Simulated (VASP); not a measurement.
Input of a VASP 6.6.1 run:

Contents of INCAR:

```
ALGO = Normal
EDIFF = 1E-6
ENCUT = 600
GGA = PE
GGA_COMPAT = F
ISIF = 2
ISMEAR = 0
LASPH = T
LCHARG = T
LELF = T
LREAL = F
LVHAR = T
LWAVE = F
NBANDS = 14
NELM = 120
PREC = Accurate
SIGMA = 0.2
```

File KPOINTS:

```
k-points
0
Gamma
  7 7 3
```

Contents of POSCAR:

```
BeSe2
1.0
    3.5173031487      0.0000000030      0.0000000000
   -1.7586515769      3.0460738781      0.0000000000
    0.0000000000      0.0000000000      5.7885175435
Be Se
1 2
Direct
    0.3333333333      0.6666666667      0.5000000000
    0.0000000000      0.0000000000      0.7243176739
    0.0000000000      0.0000000000      0.2756823261
```

Potentials or basis: VASP PAW PBE potentials, release 64 (Be, Se).

Launch:

```sh
$ cat potpaw_PBE.64/Be/POTCAR potpaw_PBE.64/Se/POTCAR > POTCAR
$ mpirun -np 1 vasp_std > vasp.out
```

Q: What does it give for the pressure?

A: 0.0 GPa.

Q: Estimate the band gap on the k mesh.

A: Zero (bands 7 and 8 overlap by 1.10 eV).

Q: Predict the largest force.

A: 0.078 eV/Å.

Forces on the atoms (eV/Å):
```
Be   0.000  0.000  0.000
Se   0.000  0.000  0.078
Se   0.000  0.000 -0.078
```

Caveat: the k points lie up to 0.36 Å⁻¹ apart, too coarse for converged energies and pressures of a metal; this functional lacks dispersion, which binds the layers, so the pressure and a relaxed spacing across them are unreliable.
